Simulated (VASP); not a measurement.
A run of VASP 6.6.1 is set up as follows.

The input INCAR:

```
SYSTEM = Os
  PREC = Accurate
  ENCUT = 520
  EDIFF = 1E-6
  ISMEAR = 0
  SIGMA = 0.15
  LREAL = .FALSE.
  LASPH = .TRUE.
  NELM = 100
  ALGO = Fast
  ISIF = 2
  LWAVE = .FALSE.
  LCHARG = .FALSE.
  GGA = PS
  NBANDS = 15
```

Contents of KPOINTS:

```
regular mesh
0
G
  24 24 12
  0 0 0
```

File POSCAR:

```
Os
1.0
    2.5051473378      0.0000000000      0.0000000000
   -1.2525736689      2.1695212348      0.0000000000
    0.0000000000      0.0000000000      5.1453606553
Os
2
Direct
    0.3333333333      0.6666666667      0.2500000000
    0.6666666667      0.3333333333      0.7500000000
```

Potentials or basis: VASP PAW PBE potentials, release 64 (Os).

Launch:

```console
$ cat potpaw_PBE.64/Os/POTCAR > POTCAR
$ mpirun -np 1 vasp_std > vasp.out
```

Problem. Predict the band gap on the k mesh.

Solution. Zero (band 8 reaches 10.96 eV, above the bottom of band 9 at 8.35 eV).

Problem. Predict the pressure.

Solution. 31.5 GPa.

Stress tensor (GPa, compression positive):
```
 72.19   0.00   0.00
  0.00  72.19   0.00
  0.00   0.00 -49.93
```

Caveat: the PAW data sets were made with another functional, which shifts forces and pressure a little; spin-orbit coupling is left out, which moves the levels of the heavy elements.
